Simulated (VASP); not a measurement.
# Si8S in VASP: a series of runs

Si8S is run at these levels: PBE+D3(BJ); tasks: single point.

Program: VASP 6.6.1. These are calculated values, not measurements. Logs are shortened: lines on timing, memory, paths and dates and some standing lists are left out, and cuts for length are marked.

**1. The cell of the first run**

The cell holds a slab with vacuum, 9 atoms: a = 3.816 Å, b = 6.313 Å, c = 21.232 Å, α = 90.00°, β = 90.00°, γ = 90.00°.

**2. Single point, PBE+D3(BJ), collinear spin, ferromagnetic start**

File INCAR:

```
  PREC = Accurate
  ENCUT = 520
  EDIFF = 1E-6
  ISMEAR = 0
  SIGMA = 0.05
  LREAL = False
  LASPH = True
  NELM = 150
  ALGO = Normal
  ISIF = 2
  LWAVE = False
  LCHARG = True
  ISPIN = 2
  MAGMOM = 0 0 0 0 0 0 0 0 2
  LORBIT = 11
  LDIPOL = True
  IDIPOL = 3
  DIPOL = 0.5 0.5 0.313
  GGA = PE
  IVDW = 12
  LELF = True
  LVHAR = True
  LVACPOTAV = True
  NBANDS = 33
```

File KPOINTS:

```
regular mesh
0
Gamma
  7 4 1
```

File POSCAR:

```
Si8S
1.0
    3.8155170197      0.0000000000      0.0000000000
    0.0000000000      6.3129357895      0.0000000000
    0.0000000000      0.0000000000     21.2318711397
Si S
8 1
Direct
    0.0000000000      0.9369021388      0.1883960191
    0.0000000000      0.5630978612      0.1883960191
    0.5000000000      0.4369021388      0.2402729771
    0.5000000000      0.0630978612      0.2402729771
    0.5000000000      0.9332664454      0.3446595292
    0.5000000000      0.5667335546      0.3446595292
    0.0000000000      0.4266292815      0.3877129380
    0.0000000000      0.0733707185      0.3877129380
    0.0000000000      1.0932959481      0.4913307485
```

Potentials or basis: VASP PAW PBE potentials, release 64 (Si, S).

The run is started by

```
> cat potpaw_PBE.64/Si/POTCAR potpaw_PBE.64/S/POTCAR > POTCAR
> mpirun -np 1 vasp_std > vasp.out
```

OUTCAR:

```text
PREC = Accurate
   ENCUT = 520
   EDIFF = 1E-6
   ISMEAR = 0
   LREAL = False
   LASPH = True
   NELM = 150
   ISIF = 2
   ISPIN = 2
   LORBIT = 11
   GGA = PE
   IVDW = 12
 IVDW          = 12

 ion  position               nearest neighbor table
   1  0.000  0.937  0.188-   4 2.34   4 2.34   2 2.36
   2  0.000  0.563  0.188-   3 2.34   3 2.34   1 2.36
   3  0.500  0.437  0.240-   2 2.34   2 2.34   4 2.36   6 2.36
   4  0.500  0.063  0.240-   1 2.34   1 2.34   3 2.36   5 2.36
   5  0.500  0.933  0.345-   8 2.29   8 2.29   6 2.31   4 2.36
   6  0.500  0.567  0.345-   7 2.29   7 2.29   5 2.31   3 2.36
   7  0.000  0.427  0.388-   8 2.23   6 2.29   6 2.29
   8  0.000  0.073  0.388-   9 2.20   7 2.23   5 2.29   5 2.29
   9  0.000  0.093  0.491-   8 2.20

  LATTYP: Found a simple orthorhombic cell.
 ALAT       =     3.8155170197
 B/A-ratio  =     1.6545426889
 C/A-ratio  =     5.5646118285

  Lattice vectors:

 A1 = (   3.8155170197,   0.0000000000,   0.0000000000)
 A2 = (   0.0000000000,   6.3129357895,   0.0000000000)
 A3 = (   0.0000000000,   0.0000000000,  21.2318711397)

Analysis of symmetry for initial positions (statically):
=====================================================================
 Subroutine PRICEL returns:
 Original cell was already a primitive cell.

 Routine SETGRP: Setting up the symmetry group for a
 simple orthorhombic supercell.

 Subroutine GETGRP returns: Found  2 space group operations
 (whereof  2 operations were pure point group operations)
 out of a pool of  8 trial point group operations.

The static configuration has the point symmetry C_1h.

Analysis of symmetry for dynamics (positions and initial velocities):
=====================================================================
 Subroutine PRICEL returns:
 Original cell was already a primitive cell.

 Routine SETGRP: Setting up the symmetry group for a
 simple orthorhombic supercell.

 Subroutine GETGRP returns: Found  2 space group operations
 (whereof  2 operations were pure point group operations)
 out of a pool of  8 trial point group operations.

The dynamic configuration has the point symmetry C_1h.

Analysis of structural, dynamic, and magnetic symmetry:
=====================================================================
 Subroutine PRICEL returns:
 Original cell was already a primitive cell.

 Routine SETGRP: Setting up the symmetry group for a
 simple orthorhombic supercell.

 Subroutine GETGRP returns: Found  2 space group operations
 (whereof  2 operations were pure point group operations)
 out of a pool of  8 trial point group operations.

The overall configuration has the point symmetry C_1h.

 Subroutine INISYM returns: Found  2 space group operations
 (whereof  2 operations are pure point group operations),
 and found     1 'primitive' translations

----------------------------------------------------------------------------------------

                                     Primitive cell

  volume of cell :     511.4145

  direct lattice vectors                    reciprocal lattice vectors
     3.815517020  0.000000000  0.000000000     0.262087679  0.000000000  0.000000000
     0.000000000  6.312935790  0.000000000     0.000000000  0.158404906  0.000000000
     0.000000000  0.000000000 21.231871140     0.000000000  0.000000000  0.047099005

  length of vectors
     3.815517020  6.312935790 21.231871140     0.262087679  0.158404906  0.047099005

  position of ions in fractional coordinates (direct lattice)
     0.000000000  0.936902139  0.188396019
     0.000000000  0.563097861  0.188396019
     0.500000000  0.436902139  0.240272977
     0.500000000  0.063097861  0.240272977
     0.500000000  0.933266445  0.344659529
     0.500000000  0.566733555  0.344659529
     0.000000000  0.426629281  0.387712938
     0.000000000  0.073370719  0.387712938
     0.000000000  0.093295948  0.491330748

  ion indices of the primitive-cell ions
   primitive index   ion index
                 1           1
                 2           2
                 3           3
                 4           4
                 5           5
                 6           6
                 7           7
                 8           8
                 9           9

----------------------------------------------------------------------------------------

 KPOINTS: regular mesh

Automatic generation of k-mesh.
 Grid dimensions read from file:
 generate k-points for:    7    4    1

 Generating k-lattice:

  Cartesian coordinates                     Fractional coordinates (reciprocal lattice)
     0.037441097  0.000000000  0.000000000     0.142857143  0.000000000  0.000000000
     0.000000000  0.039601226  0.000000000     0.000000000  0.250000000  0.000000000
     0.000000000  0.000000000  0.047099005     0.000000000  0.000000000  1.000000000

  Length of vectors
     0.037441097  0.039601226  0.047099005

  Shift w.r.t. Gamma in fractional coordinates (k-lattice)
     0.000000000  0.000000000  0.000000000

 Subroutine IBZKPT returns following result:
 ===========================================

 Found     12 irreducible k-points:

 Following reciprocal coordinates:
            Coordinates               Weight
  0.000000  0.000000  0.000000      1.000000
  0.142857  0.000000  0.000000      2.000000
  0.285714  0.000000  0.000000      2.000000
  0.428571  0.000000  0.000000      2.000000
  0.000000  0.250000  0.000000      2.000000
  0.142857  0.250000  0.000000      4.000000
  0.285714  0.250000  0.000000      4.000000
  0.428571  0.250000  0.000000      4.000000
  0.000000  0.500000  0.000000      1.000000
  0.142857  0.500000  0.000000      2.000000
  0.285714  0.500000  0.000000      2.000000
  0.428571  0.500000  0.000000      2.000000
   k-points           NKPTS =     12   k-points in BZ     NKDIM =     12   number of bands    NBANDS=     33
   number of dos      NEDOS =    301   number of ions     NIONS =      9
   total plane-waves  NPLWV = 215040
   dimension x,y,z NGX =    28 NGY =   48 NGZ =  160
   dimension x,y,z NGXF=    56 NGYF=   96 NGZF=  320
   ions per type =               8   1
   NGX,Y,Z   is equivalent  to a cutoff of  12.20, 12.64, 12.53 a.u.
   NGXF,Y,Z  is equivalent  to a cutoff of  24.40, 25.28, 25.06 a.u.
 SYSTEM =  unknown system
   PREC   = accura    normal or accurate (medium, high low for compatibility)
   ISTART =      0    job   : 0-new  1-cont  2-samecut
   ICHARG =      2    charge: 1-file 2-atom 10-const
   ISPIN  =      2    spin polarized calculation?
   LNONCOLLINEAR =      F non collinear calculations
   LSORBIT =      F    spin-orbit coupling
   LASPH  =      T    aspherical Exc in radial PAW
   ENCUT  =  520.0 eV  38.22 Ry    6.18 a.u.   7.09 11.74 39.48*2*pi/ulx,y,z
   NELM   =    150;   NELMIN=  2; NELMDL= -5     # of ELM steps
   EDIFF  = 0.1E-05   stopping-criterion for ELM
   LREAL  =      F    real-space projection
   EDIFFG = 0.1E-04   stopping-criterion for IOM
   NSW    =      0    number of steps for IOM
   IBRION =     -1    ionic relax: 0-MD 1-quasi-New 2-CG
   NFREE  =      0    steps in history (QN), initial steepest desc. (CG)
   ISIF   =      2    stress and relaxation
   ISYM   =      2    0-nonsym 1-usesym 2-fastsym
   POTIM  = 0.5000    time-step for ionic-motion
   TEBEG  =    0.0;   TEEND  =   0.0 temperature during run
   PSTRESS=    0.0 pullay stress
   NELECT =      38.0000    total number of electrons
   NUPDOWN=      -1.0000    fix difference up-down
   EMIN   =  10.00;   EMAX   =-10.00  energy-range for DOS
   EFERMI =   0.00;   METHOD = LEGACY
   ISMEAR =     0;   SIGMA  =   0.05  broadening in eV -4-tet -1-fermi 0-gaus
   EFERMI_NEDOS =   21; number of points for ismear=-14 and -15
   IALGO  =     38    algorithm
   IMIX   =      4    mixing-type and parameters
     AMIX     =   0.40;   BMIX     =  1.00
     AMIX_MAG =   1.60;   BMIX_MAG =  1.00
  volume/ion in A,a.u.               =      56.82       383.47
  Fermi-wavevector in a.u.,A,eV,Ry     =   0.688248  1.300600  6.444882  0.473685
  Thomas-Fermi vector in A             =   1.768994
   LORBIT       =     11    0 simple, 1 ext, 2 COOP (PROOUT), +10 PAW based schemes
   GGA     = PE    functional components
   LHFCALC =     F    Hartree Fock is set to
   AEXX    =    0.0000 exact exchange contribution
   IVDW    =    12    specifies the selected vdW correction
   LEPSILON=     F    determine dielectric tensor
   LRPA    =     F    only Hartree local field effects (RPA)
 spin polarized calculation
 Gauss-broadening in eV      SIGMA  =   0.05
  energy-cutoff  :      520.00
  volume of cell :      511.41
 maximum number of plane-waves:     13806
   NGX = 15   NGY = 23   NGZ = 79

 dipolmoment           0.000000      0.000000     -0.199651 electrons x Angstroem

 number of electron      38.0000000 magnetization       0.0575502

 dipolmoment           0.000000      0.000000      0.153923 electrons x Angstroem

 Free energy of the ion-electron system (eV)
  ---------------------------------------------------
  ext. energy  EPLUGINS =         0.00000000
  ---------------------------------------------------
  free energy    TOTEN  =       -43.83521057 eV

  energy without entropy =      -43.83152627  energy(sigma->0) =      -43.83336842

 E-fermi :  -1.6062     XC(G=0):  -4.0604

 val. band max:       -1.6074346313   @ k =   0.4286   0.2500   0.0000
 cond. band min:      -1.5794422729   @ k =   0.0000   0.0000   0.0000
 fundamental gap:      0.0279923584
 Fermi energy:        -1.6061797983

 spin component 1

 k-point     1 :       0.0000    0.0000    0.0000
  band No.  band energies     occupation
      1     -13.9126      1.00000
      2     -12.8958      1.00000
      3     -11.7141      1.00000
      4     -10.8026      1.00000
      5      -9.4358      1.00000
      6      -8.7038      1.00000
[... 397 lines left out ...]
     30       3.4785      0.00000
     31       3.5893      0.00000
 Fermi energy:        -1.6061797983

 spin component 2

 k-point     1 :       0.0000    0.0000    0.0000
  band No.  band energies     occupation
      1     -13.9047      1.00000
      2     -12.8897      1.00000
      3     -11.7086      1.00000
      4     -10.7991      1.00000
      5      -9.4303      1.00000
      6      -8.7002      1.00000
[... 397 lines left out ...]
     30       3.4805      0.00000
     31       3.5919      0.00000
 [bands above 31 left out]

------------------------ aborting loop because EDIFF is reached ----------------------------------------

 Edisp (eV)   -2.24442

 E8    (eV) :    -0.9610

  FORCE on cell =-STRESS in cart. coord.  units (eV):
  Direction    XX          YY          ZZ          XY          YZ          ZX
  --------------------------------------------------------------------------------------
  -------------------------------------------------------------------------------------
  Total       1.72838     0.21391    -4.55441     0.00000     1.83603     0.00000
  in kB       5.41472     0.67013   -14.26821     0.00000     5.75199     0.00000
  external pressure =       -2.73 kB  Pullay stress =        0.00 kB

 VOLUME and BASIS-vectors are now :
 -----------------------------------------------------------------------------
  energy-cutoff  :      520.00
  volume of cell :      511.41
      direct lattice vectors                 reciprocal lattice vectors
     3.815517020  0.000000000  0.000000000     0.262087679  0.000000000  0.000000000
     0.000000000  6.312935790  0.000000000     0.000000000  0.158404906  0.000000000
     0.000000000  0.000000000 21.231871140     0.000000000  0.000000000  0.047099005

 POSITION                                       TOTAL-FORCE (eV/Angst)
 -----------------------------------------------------------------------------------
      0.00000      5.91460      4.00000         0.000000     -0.817004      0.606766
      0.00000      3.55480      4.00000         0.000000      0.711325      0.418240
      1.90776      2.75814      5.10144         0.000000     -0.030393     -0.596243
      1.90776      0.39833      5.10144         0.000000     -0.050084     -0.378263
      1.90776      5.89165      7.31777         0.000000     -0.293922     -0.696018
      1.90776      3.57775      7.31777         0.000000      0.383472      0.201746
      0.00000      2.69328      8.23187         0.000000     -0.007346      0.303753
      0.00000      0.46318      8.23187         0.000000     -0.450079      1.815839
      0.00000      0.58897     10.43187         0.000000      0.554032     -1.675820
 -----------------------------------------------------------------------------------
    total drift:                               -0.000000      0.000093     -0.000291

  FREE ENERGIE OF THE ION-ELECTRON SYSTEM (eV)
  ---------------------------------------------------
  free  energy   TOTEN  =       -46.0796285560 eV

  energy  without entropy=      -46.0759442572  energy(sigma->0) =      -46.07778641

 vacuum level on the upper side and lower side of the slab         4.447         3.291

 total charge

# of ion       s       p       d       tot
------------------------------------------
    1        0.793   0.847   0.000   1.640
    2        0.791   0.853   0.000   1.643
    3        0.762   0.903   0.000   1.665
    4        0.757   0.917   0.000   1.674
    5        0.765   0.957   0.000   1.722
    6        0.763   0.944   0.000   1.707
    7        0.794   0.877   0.000   1.671
    8        0.748   0.942   0.000   1.690
    9        1.376   2.224   0.000   3.600
--------------------------------------------------
tot          7.550   9.465   0.000  17.014

 magnetization (x)

# of ion       s       p       d       tot
------------------------------------------
    1        0.003   0.012   0.000   0.015
    2        0.000  -0.005   0.000  -0.004
    3       -0.000   0.000   0.000   0.000
    4       -0.000   0.001   0.000   0.001
    5        0.000   0.001   0.000   0.001
    6       -0.000  -0.000   0.000  -0.001
    7        0.001   0.001   0.000   0.002
    8        0.000   0.000   0.000   0.000
    9        0.000   0.009   0.000   0.009
--------------------------------------------------
tot          0.005   0.019   0.000   0.024
```

It took 12 min on 1 thread of Intel Xeon 6975P-C (Granite Rapids), shared host; peak memory 0.81 GiB.

Results:

```yaml
Free_energy: -46.0796 eV
Largest_force: 1.871 eV/Å
Net_moment: 0.06 μB per cell
Valence_electrons_inside_the_program's_atomic_spheres: Si 1.64, 1.67, 1.72, 1.71, 1.69; S 3.60
Dispersion_energy_per_atom: -0.249 eV
```

Forces on the atoms (eV/Å):
```
Si   0.000 -0.817  0.607
Si   0.000  0.711  0.418
Si   0.000 -0.030 -0.596
Si   0.000 -0.050 -0.378
Si   0.000 -0.294 -0.696
Si   0.000  0.383  0.202
Si   0.000 -0.007  0.304
Si   0.000 -0.450  1.816
S    0.000  0.554 -1.676
```

Levels at points of the mesh, in eV from the Fermi level:
Spin up:
```tsv
k point	band 15	band 16	band 17	band 18	band 19	band 20	band 21	band 22	band 23	band 24
(0.00, 0.00, 0.00)	-1.09	-0.85	-0.19	0.03	0.20	0.41	0.98	1.60	1.88	2.87
(0.00, 0.50, 0.00)	-1.41	-1.11	-0.97	-0.50	0.11	0.15	1.23	1.71	2.00	2.30
```
Spin down:
| k point | band 17 | band 18 | band 19 | band 20 | band 21 | band 22 |
| --- | --- | --- | --- | --- | --- | --- |
| (0.00, 0.00, 0.00) | -0.19 | 0.04 | 0.21 | 0.45 | 1.00 | 1.60 |
| (0.00, 0.50, 0.00) | -0.97 | -0.50 | 0.14 | 0.15 | 1.24 | 1.71 |

**3. Single point, PBE+D3(BJ), collinear spin, ferromagnetic start**

File INCAR:

```
SYSTEM = Si8S
PREC = Accurate
ENCUT = 520
EDIFF = 1E-6
ISMEAR = 0
SIGMA = 0.05
LREAL = .FALSE.
LASPH = .TRUE.
NELM = 150
ALGO = Normal
ISIF = 2
LWAVE = .FALSE.
LCHARG = .TRUE.
ISPIN = 2
MAGMOM = 0 0 0 0 0 0 0 0 2
LORBIT = 11
LDIPOL = .TRUE.
IDIPOL = 3
DIPOL = 0.5 0.5 0.313
GGA = PE
IVDW = 12
LELF = .TRUE.
LVHAR = .TRUE.
LVACPOTAV = .TRUE.
NBANDS = 33
```

File KPOINTS:

```
Automatic mesh
0
G
  7 4 1
  0 0 0
```

POSCAR, as its differences from that of step 2:

```diff
@@ -16,2 +16,2 @@
     0.0000000000      0.0733707185      0.3877129380
-    0.0000000000      1.0932959481      0.4913307485
+    0.5000000000      1.0932959481      0.4913307485
```

Potentials or basis: VASP PAW PBE potentials, release 64 (Si, S).

The run is started by

```
> cat potpaw_PBE.64/Si/POTCAR potpaw_PBE.64/S/POTCAR > POTCAR
> mpirun -np 1 vasp_std > vasp.out
```

It took 9.6 min on 1 thread of Intel Xeon Platinum 8559C (Emerald Rapids), shared host; peak memory 0.8 GiB.

It converged, with:

| Quantity | Value |
| --- | --- |
| Free energy | -44.6246 eV |
| Largest force | 2.100 eV/Å |
| Net moment | 0.21 μB per cell |
| Site moments | Si +0.01, -0.00, +0.00, -0.01; S +0.08 μB |
| Valence electrons inside the program's atomic spheres | Si 1.64, 1.67, 1.68, 1.70, 1.71, 1.63; S 3.52 |
| Dispersion energy per atom | -0.254 eV |

Forces in eV/Å, atoms in the order of the input:
```
Si   0.000 -0.640  0.584
Si   0.000  0.599  0.403
Si   0.000 -0.101 -0.559
Si   0.000  0.045 -0.550
Si   0.000 -0.355 -0.364
Si   0.000  0.297  0.131
Si   0.000  0.189  0.170
Si   0.000 -0.104  2.098
S    0.000  0.068 -1.912
```

Levels at points of the mesh, in eV from the Fermi level:
Spin up:
| k point | band 17 | band 18 | band 19 | band 20 | band 21 | band 22 |
| --- | --- | --- | --- | --- | --- | --- |
| (0.00, 0.00, 0.00) | -0.23 | -0.16 | 0.21 | 0.43 | 1.07 | 1.34 |
| (0.00, 0.50, 0.00) | -0.94 | -0.42 | -0.03 | 0.15 | 1.21 | 1.79 |
Spin down:
```csv
k point,band 16,band 17,band 18,band 19,band 20,band 21,band 22,band 23
"(0.00, 0.00, 0.00)",-0.56,-0.19,-0.13,0.26,0.45,1.11,1.35,1.95
"(0.00, 0.50, 0.00)",-1.06,-0.94,-0.33,0.02,0.21,1.22,1.82,1.98
```

**4. Single point, PBE+D3(BJ), collinear spin, ferromagnetic start**

INCAR, as its differences from that of step 3:

```diff
@@ -12,3 +12,3 @@
 LWAVE = .FALSE.
-LCHARG = .TRUE.
+LCHARG = .FALSE.
 ISPIN = 2
@@ -21,5 +21,2 @@
 IVDW = 12
-LELF = .TRUE.
-LVHAR = .TRUE.
-LVACPOTAV = .TRUE.
 NBANDS = 33
```

KPOINTS is that of step 3.

POSCAR, as its differences from that of step 3:

```diff
@@ -16,2 +16,2 @@
     0.0000000000      0.0733707185      0.3877129380
-    0.5000000000      1.0932959481      0.4913307485
+    0.0000000000      0.9266292815      0.4913307485
```

The run is started by

```
> cat potpaw_PBE.64/Si/POTCAR potpaw_PBE.64/S/POTCAR > POTCAR
> mpirun -np 1 vasp_std > vasp.out
```

Run time: 6.9 min. Hardware: 1 thread of AMD EPYC 9R45 (Zen 5), shared host; peak memory 0.76 GiB.

The run converged. Its results:

```yaml
Free_energy: -45.5841 eV
Largest_force: 3.477 eV/Å
Net_moment: 0.26 μB per cell
Site_moments: Si -0.02, +0.01, -0.00, +0.00, -0.01; S +0.18 μB
Valence_electrons_inside_the_program's_atomic_spheres: Si 1.64, 1.67, 1.68, 1.71; S 3.55
Dispersion_energy_per_atom: -0.251 eV
```

Forces on the atoms (eV/Å):
```
Si   0.000 -0.703  0.647
Si   0.000  0.639  0.361
Si   0.000 -0.032 -0.649
Si   0.000 -0.056 -0.497
Si   0.000 -0.038 -0.782
Si   0.000  0.130  0.115
Si   0.000  1.190  0.173
Si   0.000 -1.831  2.956
S    0.000  0.700 -2.325
```

Levels at points of the mesh, in eV from the Fermi level:
Spin up:
```
           k point  band 17  band 18  band 19  band 20  band 21  band 22
(0.00, 0.00, 0.00)    -0.24    -0.12     0.26     0.36     0.98     1.72
(0.00, 0.50, 0.00)    -0.93    -0.40     0.10     0.14     1.00     1.68
```
Spin down:
| k point | band 15 | band 16 | band 17 | band 18 | band 19 | band 20 | band 21 | band 22 | band 23 | band 24 |
| --- | --- | --- | --- | --- | --- | --- | --- | --- | --- | --- |
| (0.00, 0.00, 0.00) | -1.02 | -0.59 | -0.15 | -0.05 | 0.33 | 0.61 | 0.98 | 1.74 | 1.85 | 2.89 |
| (0.00, 0.50, 0.00) | -1.10 | -1.01 | -0.93 | -0.30 | 0.08 | 0.58 | 1.02 | 1.67 | 2.07 | 2.31 |
